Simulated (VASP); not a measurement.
Set up this calculation in VASP 6.6.1, as the native input.

| Property | Result |
| --- | --- |
| Task | single point |
| Functional | PBE |
| Potentials or basis | VASP PAW PBE potentials, release 64 (Mg, H) |
| Cutoff | 520 eV |
| k mesh | 6 × 4 × 4 |
| Occupations | gaussian, width 0.1 eV |
| Spin | no spin polarisation |
| Dipole correction | no |
| Further INCAR settings | ALGO = Normal; EDIFF = 1e-06; NBANDS = 16 |

The structure of MgH lies in POSCAR:

```
MgH
1.0
    3.2578016217      0.0000000000      0.0000000000
    0.0000000000      4.7345261215      0.0000000000
    0.0000000000      0.0000000000      6.5658827608
Mg H
4 4
Direct
    0.5000000000      0.0000000000      0.8862768931
    0.0000000000      0.5000000000      0.1137231069
    0.5000000000      0.0000000000      0.3770820170
    0.0000000000      0.5000000000      0.6229179830
    0.0000000000      0.2509470741      0.3594060639
    0.0000000000      0.7490529259      0.3594060639
    0.5000000000      0.2490529259      0.6405939361
    0.5000000000      0.7509470741      0.6405939361
```

The input as run:

INCAR

```
PREC = Accurate
ENCUT = 520
EDIFF = 1E-6
ISMEAR = 0
SIGMA = 0.1
LREAL = False
LASPH = True
NELM = 60
ALGO = Normal
ISIF = 2
LWAVE = False
LCHARG = False
GGA = PE
NBANDS = 16
```

KPOINTS

```
Automatic mesh
0
Gamma
  6 4 4
```

Potentials or basis: VASP PAW PBE potentials, release 64 (Mg, H).

Command:

```sh
$ cat potpaw_PBE.64/Mg/POTCAR potpaw_PBE.64/H/POTCAR > POTCAR
$ mpirun -np 1 vasp_std > vasp.out
```

Results of the run:

The pressure is -0.1 GPa and the largest force is 0.007 eV/Å. The band gap on the k mesh is zero (bands 6 and 7 overlap by 1.32 eV).

Run time: 59 s on 1 thread of Intel Xeon 8259CL, with other jobs on the host, peak memory 0.22 GiB.
